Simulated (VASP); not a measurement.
Here is a VASP 6.6.1 calculation.

INCAR

```
ALGO = Normal
EDIFF = 1E-7
ENCUT = 520
GGA = CA
ISIF = 2
ISMEAR = 0
LASPH = True
LCHARG = True
LELF = True
LREAL = Auto
LVHAR = True
LWAVE = False
NBANDS = 42
NELECT = 56.0
NELM = 100
PREC = Accurate
SIGMA = 0.05
```

The input KPOINTS:

```
k-points
0
Gamma
  4 4 4
```

POSCAR

```
Al8N7
1.0
   -4.0109247379      4.0109247379      0.0000000000
   -4.0109247379      0.0000000000      4.0109247379
    0.0000000000      4.0109247379      4.0109247379
Al N
8 7
Direct
    0.7500000000      0.7500000000      0.7500000000
    0.2500000000      0.7500000000      0.7500000000
    0.7500000000      0.2500000000      0.7500000000
    0.7500000000      0.7500000000      0.2500000000
    0.2500000000      0.2500000000      0.7500000000
    0.2500000000      0.7500000000      0.2500000000
    0.7500000000      0.2500000000      0.2500000000
    0.2500000000      0.2500000000      0.2500000000
    0.3436648830      0.9688351170      0.4688351170
    1.0000000000      0.5000000000      0.5000000000
    1.0000000000      1.0000000000      0.0000000000
    0.5000000000      0.5000000000      0.5000000000
    0.5000000000      1.0000000000      0.0000000000
    1.0000000000      0.5000000000      0.0000000000
    0.5000000000      0.5000000000      0.0000000000
```

Potentials or basis: VASP PAW LDA potentials, release 64 (Al, N).

Launch:

```console
$ cat potpaw_LDA.64/Al/POTCAR potpaw_LDA.64/N/POTCAR > POTCAR
$ mpirun -np 1 vasp_std > vasp.out
```

(1) Estimate the largest force.

## Answers

(1) 17.155 eV/Å.

Caveat: the cell carries a net charge on a neutralising background, which shifts energy and pressure; the cell differs from its parent crystal (atoms taken out, atom 9 moved 0.375 of the way to it and -0.250 Å across, host rigid).
